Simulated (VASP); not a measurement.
# Sn2TeS (P6_3mc) in VASP: a series of runs

Sn2TeS is run at these levels: PBE; tasks: relaxation of shape and atoms at fixed volume, single point.

Everything below comes from runs of VASP 6.6.1. Logs are shortened: lines on timing, memory, paths and dates and some standing lists are left out, and cuts for length are marked.

**1. The cell of the first run**

Symmetry: P6_3mc, No. 186, hexagonal system. Conventional cell: a = 4.191 Å, b = 4.191 Å, c = 15.105 Å, α = 90.00°, β = 90.00°, γ = 120.00°. Sn (site symmetry 3m) has 3 Te at 2.98 Å and 3 S at 3.28 Å and 1 Sn at 3.50 Å within 3.9 Å. Within 3.6 Å of Sn (site symmetry 3m) lie 3 S at 2.74 Å and 3 Te at 3.35 Å and 1 Sn at 3.50 Å. Within 3.9 Å of Te (site symmetry 3m) lie 6 Sn at 2.98 to 3.35 Å. Within 3.6 Å of S (site symmetry 3m) lie 6 Sn at 2.74 to 3.28 Å.

**2. Relaxation of shape and atoms at fixed volume, PBE (28.72 Å³/atom)**

INCAR

```
SYSTEM = Sn2TeS
ALGO = Normal ; EDIFF = 1E-7
EDIFFG = -0.01 ; ENCUT = 500
GGA = PE ; GGA_COMPAT = .FALSE.
IBRION = 2 ; ISIF = 4
ISMEAR = 0 ; LASPH = .TRUE.
LCHARG = .FALSE. ; LREAL = .FALSE.
LWAVE = .FALSE. ; NELM = 120
NELMIN = 4 ; NSW = 50
PREC = Accurate ; SIGMA = 0.01
```

KPOINTS

```
k-points
0
G
  12 12 4
  0 0 0
```

POSCAR

```
Sn2TeS
1.0
    4.1911559142      0.0000000000      0.0000000000
   -2.0955779571      3.6296474929      0.0000000000
    0.0000000000      0.0000000000     15.1053592467
Sn Te S
4 2 2
Direct
    0.3333333333      0.6666666667      0.6214695481
    0.6666666667      0.3333333333      0.1214695481
    0.6666666667      0.3333333333      0.3535006298
    0.3333333333      0.6666666667      0.8535006298
    0.0000000000      0.0000000000      0.0068735481
    0.0000000000      0.0000000000      0.5068735481
    0.3333333333      0.6666666667      0.2681596699
    0.6666666667      0.3333333333      0.7681596699
```

Potentials or basis: VASP PAW PBE potentials, release 64 (Sn_d, Te, S).

The run is started by

```console
cat potpaw_PBE.64/Sn_d/POTCAR potpaw_PBE.64/Te/POTCAR potpaw_PBE.64/S/POTCAR > POTCAR
mpirun -np 1 vasp_std > vasp.out
```

OUTCAR:

```text
SYSTEM = Sn2TeS
   EDIFF = 1E-7
   EDIFFG = -0.01
   ENCUT = 500
   GGA = PE
   IBRION = 2
   ISIF = 4
   ISMEAR = 0
   LASPH = .TRUE.
   LREAL = .FALSE.
   NELM = 120
   NELMIN = 4
   NSW = 50
   PREC = Accurate

 ion  position               nearest neighbor table
   1  0.333  0.667  0.621-   6 2.98   6 2.98   6 2.98   4 3.50
   2  0.667  0.333  0.121-   5 2.98   5 2.98   5 2.98   3 3.50
   3  0.667  0.333  0.354-   7 2.74   7 2.74   7 2.74   6 3.35   6 3.35   6 3.35   2 3.50
   4  0.333  0.667  0.854-   8 2.74   8 2.74   8 2.74   5 3.35   5 3.35   5 3.35   1 3.50
   5  0.000  0.000  0.007-   2 2.98   2 2.98   2 2.98   4 3.35   4 3.35   4 3.35
   6  0.000  0.000  0.507-   1 2.98   1 2.98   1 2.98   3 3.35   3 3.35   3 3.35
   7  0.333  0.667  0.268-   3 2.74   3 2.74   3 2.74
   8  0.667  0.333  0.768-   4 2.74   4 2.74   4 2.74

  LATTYP: Found a hexagonal cell.
 ALAT       =     4.1911559142
 C/A-ratio  =     3.6041033920

  Lattice vectors:

 A1 = (   4.1911559142,   0.0000000000,   0.0000000000)
 A2 = (  -2.0955779571,   3.6296474929,   0.0000000000)
 A3 = (   0.0000000000,   0.0000000000,  15.1053592467)

Analysis of symmetry for initial positions (statically):
=====================================================================
 Subroutine PRICEL returns:
 Original cell was already a primitive cell.

 Routine SETGRP: Setting up the symmetry group for a
 hexagonal supercell.

 Subroutine GETGRP returns: Found 12 space group operations
 (whereof  6 operations were pure point group operations)
 out of a pool of 24 trial point group operations.

The static configuration has the point symmetry C_3v.
 The point group associated with its full space group is C_6v.

Analysis of symmetry for dynamics (positions and initial velocities):
=====================================================================
 Subroutine PRICEL returns:
 Original cell was already a primitive cell.

 Routine SETGRP: Setting up the symmetry group for a
 hexagonal supercell.

 Subroutine GETGRP returns: Found 12 space group operations
 (whereof  6 operations were pure point group operations)
 out of a pool of 24 trial point group operations.

The dynamic configuration has the point symmetry C_3v.
 The point group associated with its full space group is C_6v.

 Subroutine INISYM returns: Found 12 space group operations
 (whereof  6 operations are pure point group operations),
 and found     1 'primitive' translations

----------------------------------------------------------------------------------------

                                     Primitive cell

  volume of cell :     229.7890

  direct lattice vectors                    reciprocal lattice vectors
     4.191155914  0.000000000  0.000000000     0.238597661  0.137754424  0.000000000
    -2.095577957  3.629647493  0.000000000     0.000000000  0.275508848  0.000000000
     0.000000000  0.000000000 15.105359247     0.000000000  0.000000000  0.066201669

  length of vectors
     4.191155914  4.191155914 15.105359247     0.275508848  0.275508848  0.066201669

  position of ions in fractional coordinates (direct lattice)
     0.333333333  0.666666667  0.621469548
     0.666666667  0.333333333  0.121469548
     0.666666667  0.333333333  0.353500630
     0.333333333  0.666666667  0.853500630
     0.000000000  0.000000000  0.006873548
     0.000000000  0.000000000  0.506873548
     0.333333333  0.666666667  0.268159670
     0.666666667  0.333333333  0.768159670

  ion indices of the primitive-cell ions
   primitive index   ion index
                 1           1
                 2           2
                 3           3
                 4           4
                 5           5
                 6           6
                 7           7
                 8           8

----------------------------------------------------------------------------------------

 KPOINTS: k-points

Automatic generation of k-mesh.
 Grid dimensions read from file:
 generate k-points for:   12   12    4

 Generating k-lattice:

  Cartesian coordinates                     Fractional coordinates (reciprocal lattice)
     0.019883138  0.011479535  0.000000000     0.083333333  0.000000000  0.000000000
     0.000000000  0.022959071  0.000000000     0.000000000  0.083333333  0.000000000
     0.000000000  0.000000000  0.016550417     0.000000000  0.000000000  0.250000000

  Length of vectors
     0.022959071  0.022959071  0.016550417

  Shift w.r.t. Gamma in fractional coordinates (k-lattice)
     0.000000000  0.000000000  0.000000000

 Subroutine IBZKPT returns following result:
 ===========================================

 Found     57 irreducible k-points:

 Following reciprocal coordinates:
            Coordinates               Weight
  0.000000  0.000000  0.000000      1.000000
  0.083333  0.000000  0.000000      6.000000
  0.166667  0.000000  0.000000      6.000000
  0.250000  0.000000  0.000000      6.000000
  0.333333  0.000000  0.000000      6.000000
  0.416667  0.000000  0.000000      6.000000
[... 16 lines left out ...]
  0.250000  0.000000  0.250000     12.000000
  0.333333  0.000000  0.250000     12.000000
 [... further k-points ...]
   k-points           NKPTS =     57   k-points in BZ     NKDIM =     57   number of bands    NBANDS=     48
   number of dos      NEDOS =    301   number of ions     NIONS =      8
   total plane-waves  NPLWV = 114688
   dimension x,y,z NGX =    32 NGY =   32 NGZ =  112
   dimension x,y,z NGXF=    64 NGYF=   64 NGZF=  224
   ions per type =               4   2   2
   NGX,Y,Z   is equivalent  to a cutoff of  12.69, 12.69, 12.33 a.u.
   NGXF,Y,Z  is equivalent  to a cutoff of  25.39, 25.39, 24.65 a.u.
 SYSTEM =  Sn2TeS
   PREC   = accura    normal or accurate (medium, high low for compatibility)
   ISTART =      0    job   : 0-new  1-cont  2-samecut
   ICHARG =      2    charge: 1-file 2-atom 10-const
   ISPIN  =      1    spin polarized calculation?
   LNONCOLLINEAR =      F non collinear calculations
   LSORBIT =      F    spin-orbit coupling
   LASPH  =      T    aspherical Exc in radial PAW
   ENCUT  =  500.0 eV  36.75 Ry    6.06 a.u.   7.64  7.64 27.54*2*pi/ulx,y,z
   NELM   =    120;   NELMIN=  4; NELMDL= -5     # of ELM steps
   EDIFF  = 0.1E-06   stopping-criterion for ELM
   LREAL  =      F    real-space projection
   EDIFFG = -.1E-01   stopping-criterion for IOM
   NSW    =     50    number of steps for IOM
   IBRION =      2    ionic relax: 0-MD 1-quasi-New 2-CG
   NFREE  =      1    steps in history (QN), initial steepest desc. (CG)
   ISIF   =      4    stress and relaxation
   ISYM   =      2    0-nonsym 1-usesym 2-fastsym
   POTIM  = 0.5000    time-step for ionic-motion
   TEBEG  =    0.0;   TEEND  =   0.0 temperature during run
   PSTRESS=    0.0 pullay stress
   NELECT =      80.0000    total number of electrons
   NUPDOWN=      -1.0000    fix difference up-down
   EMIN   =  10.00;   EMAX   =-10.00  energy-range for DOS
   EFERMI =   0.00;   METHOD = LEGACY
   ISMEAR =     0;   SIGMA  =   0.01  broadening in eV -4-tet -1-fermi 0-gaus
   EFERMI_NEDOS =   21; number of points for ismear=-14 and -15
   IALGO  =     38    algorithm
   IMIX   =      4    mixing-type and parameters
     AMIX     =   0.40;   BMIX     =  1.00
     AMIX_MAG =   1.60;   BMIX_MAG =  1.00
  volume/ion in A,a.u.               =      28.72       193.84
  Fermi-wavevector in a.u.,A,eV,Ry     =   1.151671  2.176342 18.046030  1.326346
  Thomas-Fermi vector in A             =   2.288327
   LORBIT       =      0    0 simple, 1 ext, 2 COOP (PROOUT), +10 PAW based schemes
   GGA     = PE    functional components
   LHFCALC =     F    Hartree Fock is set to
   AEXX    =    0.0000 exact exchange contribution
   IVDW    =     0    specifies the selected vdW correction
   LEPSILON=     F    determine dielectric tensor
   LRPA    =     F    only Hartree local field effects (RPA)
 conjugate gradient relaxation of ions
 non-spin polarized calculation
 Gauss-broadening in eV      SIGMA  =   0.01
  energy-cutoff  :      500.00
  volume of cell :      229.79
 maximum number of plane-waves:      5900
 NGX is ok and might be reduce to    32
   NGX = 15   NGY = 15   NGZ = 55

--------------------------------------- Ionic step        1  -------------------------------------------

 number of electron      79.9999993 magnetization

 Free energy of the ion-electron system (eV)
  ---------------------------------------------------
  ext. energy  EPLUGINS =         0.00000000
  ---------------------------------------------------
  free energy    TOTEN  =       -32.21078094 eV

  energy without entropy =      -32.21072217  energy(sigma->0) =      -32.21075156

------------------------ aborting loop because EDIFF is reached ----------------------------------------

  FORCE on cell =-STRESS in cart. coord.  units (eV):
  Direction    XX          YY          ZZ          XY          YZ          ZX
  --------------------------------------------------------------------------------------
  -------------------------------------------------------------------------------------
  Total        3.5327243      3.5327243      3.4321535      0.0000000      0.0000000      0.0000000
  in kB       24.6315081     24.6315081     23.9302898      0.0000000      0.0000000      0.0000000
  external PRESSURE =      24.3977687 kB  Pullay stress =       0.0000000 kB
[... 279 lines left out ...]
  energy  without entropy=      -32.2247857523  energy(sigma->0) =      -32.22481514

--------------------------------------- Ionic step        8  -------------------------------------------

 number of electron      79.9999986 magnetization

 Free energy of the ion-electron system (eV)
  ---------------------------------------------------
  ext. energy  EPLUGINS =         0.00000000
  ---------------------------------------------------
  free energy    TOTEN  =       -32.22510408 eV

  energy without entropy =      -32.22504531  energy(sigma->0) =      -32.22507470

 E-fermi :   6.5327     XC(G=0):  -9.4618

 val. band max:        6.4550848767   @ k =   0.5000   0.0000   0.0000
 cond. band min:       6.5327092864   @ k =   0.4167   0.0000   0.0000
 fundamental gap:      0.0776244097
 Fermi energy:         6.5327092864

 k-point     1 :       0.0000    0.0000    0.0000
  band No.  band energies     occupation
      1     -15.3782      2.00000
      2     -15.3769      2.00000
      3     -15.3651      2.00000
      4     -15.3651      2.00000
      5     -15.3646      2.00000
      6     -15.3646      2.00000
[... 1213 lines left out ...]
     47       9.3134      0.00000
     48       9.5131      0.00000

 [... further k-points ...]

------------------------ aborting loop because EDIFF is reached ----------------------------------------

  FORCE on cell =-STRESS in cart. coord.  units (eV):
  Direction    XX          YY          ZZ          XY          YZ          ZX
  --------------------------------------------------------------------------------------
  -------------------------------------------------------------------------------------
  Total        2.7042472      2.7042472      2.7307740      0.0000000      0.0000000      0.0000000
  in kB       18.8550482     18.8550482     19.0400029      0.0000000      0.0000000      0.0000000
  external PRESSURE =      18.9166998 kB  Pullay stress =       0.0000000 kB
[... 23 lines left out ...]
  FREE ENERGIE OF THE ION-ELECTRON SYSTEM (eV)
  ---------------------------------------------------
  free  energy   TOTEN  =       -32.2251040828 eV

  energy  without entropy=      -32.2250453131  energy(sigma->0) =      -32.22507470

 reached required accuracy - stopping structural energy minimisation
```

It took 59 min on 1 thread of Intel Xeon Platinum 8375C at 2.90GHz (Ice Lake), shared host; peak memory 0.67 GiB.

What came out:

| Property | Result |
| --- | --- |
| Free energy | -32.2251 eV |
| Energy gained by relaxing | 1.8 meV/atom |
| Ionic steps | 8 |
| Pressure after relaxing | 1.9 GPa |
| Largest force after relaxing | 0.006 eV/Å |
| Band gap on the k mesh | zero (bands 40 and 41 overlap by 0.13 eV) |

Forces on the atoms (eV/Å):
```
Sn   0.000  0.000 -0.003
Sn   0.000  0.000 -0.003
Sn   0.000  0.000  0.002
Sn   0.000  0.000  0.002
Te   0.000  0.000  0.006
Te   0.000  0.000  0.006
S    0.000  0.000 -0.005
S    0.000  0.000 -0.005
```

The path:
```tsv
step	energy change (eV)	largest force (eV/Å)	pressure (GPa)	volume (Å³)
1	0.0000	0.1546	2.44	229.79
2	-0.0054	0.0970	2.31	229.79
3	-0.0110	0.0739	2.04	229.79
4	-0.0111	0.0725	2.01	229.79
5	-0.0131	0.0408	1.97	229.79
6	-0.0137	0.0323	1.93	229.79
7	-0.0141	0.0210	1.92	229.79
8	-0.0143	0.0061	1.89	229.79
```

Final structure:
```
Sn Te S
1.0
     4.21048    0.00000    0.00000
    -2.10524    3.64638    0.00000
     0.00000    0.00000   14.96704
Sn Te S
4 2 2
Direct
  0.33333 0.66667 0.62385
  0.66667 0.33333 0.12385
  0.66667 0.33333 0.35512
  0.33333 0.66667 0.85512
  0.00000 0.00000 0.00546
  0.00000 0.00000 0.50546
  0.33333 0.66667 0.26558
  0.66667 0.33333 0.76558
```

Levels at points of the mesh, in eV from the Fermi level:
| k point | band 37 | band 38 | band 39 | band 40 | band 41 | band 42 | band 43 | band 44 |
| --- | --- | --- | --- | --- | --- | --- | --- | --- |
| (0.00, 0.00, 0.00) | -1.46 | -1.46 | -0.94 | -0.15 | 1.02 | 1.70 | 1.70 | 1.86 |
| (0.50, 0.00, 0.00) | -2.65 | -2.20 | -1.30 | -1.00 | -0.08 | 1.21 | 1.27 | 1.55 |
| (0.00, 0.00, 0.50) | -1.46 | -1.46 | -0.55 | -0.55 | 1.47 | 1.47 | 1.77 | 1.77 |
| (0.50, 0.00, 0.50) | -2.42 | -2.42 | -1.52 | -1.52 | 0.89 | 0.89 | 1.56 | 1.56 |

Caveat: semilocal functionals underestimate gaps, and a narrow one can read as zero; spin-orbit coupling is left out, which moves the levels of the heavy elements.

**3. Single point, PBE (33.61 Å³/atom)**

This run uses another cell than the first one, of 33.61 Å³/atom.

INCAR

```
PREC = Accurate ; ENCUT = 500
EDIFF = 1E-6 ; ISMEAR = 0
SIGMA = 0.01 ; LREAL = F
LASPH = T ; NELM = 120
ALGO = Normal ; ISIF = 2
LWAVE = F ; LCHARG = F
GGA = PE ; NBANDS = 50
GGA_COMPAT = F
```

KPOINTS

```
regular mesh
0
Gamma
  12 12 4
```

POSCAR

```
Sn2TeS
1.0
    4.2922890897      0.0000000000      0.0000000000
   -2.1461445448      3.7172313920      0.0000000000
    0.0000000000      0.0000000000     16.8533249913
Sn Te S
4 2 2
Direct
    0.3333333333      0.6666666667      0.6128140562
    0.6666666667      0.3333333333      0.1128140562
    0.6666666667      0.3333333333      0.3490588385
    0.3333333333      0.6666666667      0.8490588385
    0.0000000000      0.0000000000      0.0117511347
    0.0000000000      0.0000000000      0.5117511347
    0.3333333333      0.6666666667      0.2763793665
    0.6666666667      0.3333333333      0.7763793665
```

Potentials or basis: VASP PAW PBE potentials, release 64 (Sn_d, Te, S).

The run is started by

```console
cat potpaw_PBE.64/Sn_d/POTCAR potpaw_PBE.64/Te/POTCAR potpaw_PBE.64/S/POTCAR > POTCAR
mpirun -np 1 vasp_std > vasp.out
```

Wall time 15 min (1 thread of Intel Xeon 6975P-C (Granite Rapids), shared host); peak memory 0.75 GiB.

The run converged. Its results:

- Free energy: -32.1598 eV
- Pressure: -1.5 GPa
- Largest force: 0.023 eV/Å
- Band gap on the k mesh: 0.40 eV (least direct gap 1.15 eV)

Forces on the atoms (eV/Å):
```
Sn   0.000  0.000  0.016
Sn   0.000  0.000  0.016
Sn   0.000  0.000  0.007
Sn   0.000  0.000  0.007
Te   0.000  0.000 -0.023
Te   0.000  0.000 -0.023
S    0.000  0.000  0.000
S    0.000  0.000  0.000
```

Levels at points of the mesh, in eV from the valence-band top:
```
           k point  band 36  band 37  band 38  band 39  band 40  band 41  band 42  band 43  band 44  band 45
(0.00, 0.00, 0.00)    -1.02    -1.01    -1.01    -0.72    -0.25     1.33     1.77     2.29     2.37     2.37
(0.50, 0.00, 0.00)    -2.18    -2.09    -1.97    -1.02    -0.90     0.40     1.57     1.74     1.94     2.23
(0.00, 0.00, 0.50)    -1.01    -1.01    -1.01    -0.47    -0.47     1.55     1.55     2.38     2.38     2.41
(0.50, 0.00, 0.50)    -2.03    -2.03    -2.03    -1.11    -1.11     0.94     0.94     1.92     1.92     2.49
```

Caveat: semilocal functionals underestimate gaps, and a narrow one can read as zero; spin-orbit coupling is left out, which moves the levels of the heavy elements. A k mesh can miss the band edges.

The gap in the log of VASP goes by the Fermi energy; the results here count the filled bands.